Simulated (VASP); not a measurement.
## H2CO: single point with PBE+D3(BJ)

The system is H2CO.

```
O C H
1.0
     7.60129    0.00000    0.00000
     0.00000    7.60129    0.00000
     0.00000    0.00000    7.60129
O C H
8 8 16
Direct
  0.99857 0.02054 0.00292
  0.98140 0.44020 0.31750
  0.64992 0.32180 0.61134
  0.51415 0.60824 0.11541
  0.21791 0.09013 0.69238
  0.58524 0.02409 0.08924
  0.21386 0.65897 0.69382
  0.70293 0.76023 0.55976
  0.94650 0.93843 0.87721
  0.98581 0.31197 0.22665
  0.62255 0.35330 0.45567
  0.56759 0.65945 0.97258
  0.28686 0.97840 0.58726
  0.55764 0.14590 0.98442
  0.24404 0.53442 0.58729
  0.78821 0.79843 0.42759
  0.83690 0.98923 0.79665
  0.01572 0.81770 0.82689
  0.08714 0.28210 0.12698
  0.87697 0.20531 0.22237
  0.66001 0.47716 0.39917
  0.57547 0.24948 0.35181
  0.70385 0.69144 0.95189
  0.48100 0.67078 0.85634
  0.20344 0.92087 0.48033
  0.42948 0.94259 0.59302
  0.55475 0.28594 0.03225
  0.53940 0.11564 0.84424
  0.34616 0.54870 0.47297
  0.20345 0.39475 0.60959
  0.73766 0.87408 0.31997
  0.91888 0.74703 0.40940
```

```json
{"Program": "VASP 6.6.1", "Task": "single point", "Functional": "PBE", "Dispersion": "D3(BJ)", "Potentials or basis": "VASP PAW PBE potentials, release 64 (O, C, H)", "Cutoff": "520 eV", "k mesh": "1 × 1 × 1", "Occupations": "fermi-dirac, width 0.02 eV", "Spin": "no spin polarisation", "Dipole correction": "no", "Further INCAR settings": "LREAL = Auto; ALGO = Normal; EDIFF = 1e-07; NBANDS = 70"}
```

```
Pressure                   : -1.1 GPa
Largest force              : 3.319 eV/Å
Band gap on the k mesh     : 2.54 eV
Dispersion energy per atom : -0.041 eV
```

Forces in eV/Å, atoms in the order of the input:
```
O    0.196  0.135  1.008
O    0.086  1.416  1.153
O   -0.491 -0.203 -0.470
O   -0.002 -0.211 -0.009
O    1.550 -1.981 -2.107
O   -0.276  0.937 -0.611
O    0.299 -2.402 -2.271
O    0.108  0.476 -0.387
C    0.445 -0.378 -1.079
C   -0.999 -2.216 -1.403
C    0.274 -1.624 -0.258
C   -0.891 -0.144  0.279
C   -1.452  1.978  1.654
C    0.303 -0.962  1.118
C    1.384  1.669  1.140
C   -0.590 -0.774  1.195
H   -0.344 -0.076 -0.154
H   -0.383  0.187  0.313
H    0.478  0.167 -0.001
H    0.622  0.760  0.331
H   -0.043  1.011 -0.381
H    0.136  0.625  1.199
H    1.131  0.277 -0.167
H   -0.123  0.078 -0.017
H    0.363  0.052  0.187
H   -0.336  0.013 -0.022
H   -0.099 -0.287 -0.285
H   -0.113  0.352 -0.236
H   -1.270  0.280  0.858
H   -0.415  0.328  0.201
H   -0.708  0.843 -0.770
H    1.159 -0.325 -0.008
```

Stress tensor (GPa, compression positive):
```
 0.03  0.34  0.55
 0.34 -1.72 -1.33
 0.55 -1.33 -1.63
```

Levels at points of the mesh, in eV from the valence-band top:
| k point | band 46 | band 47 | band 48 | band 49 | band 50 | band 51 |
| --- | --- | --- | --- | --- | --- | --- |
| (0.00, 0.00, 0.00) | -0.25 | -0.12 | 0.00 | 2.54 | 2.95 | 3.04 |

Run time: 68 s on 1 thread of Intel(R) Xeon(R) Platinum 8488C (Sapphire Rapids), on a shared host, peak memory 0.47 GiB.

Caveat: the k points lie up to 0.83 Å⁻¹ apart.
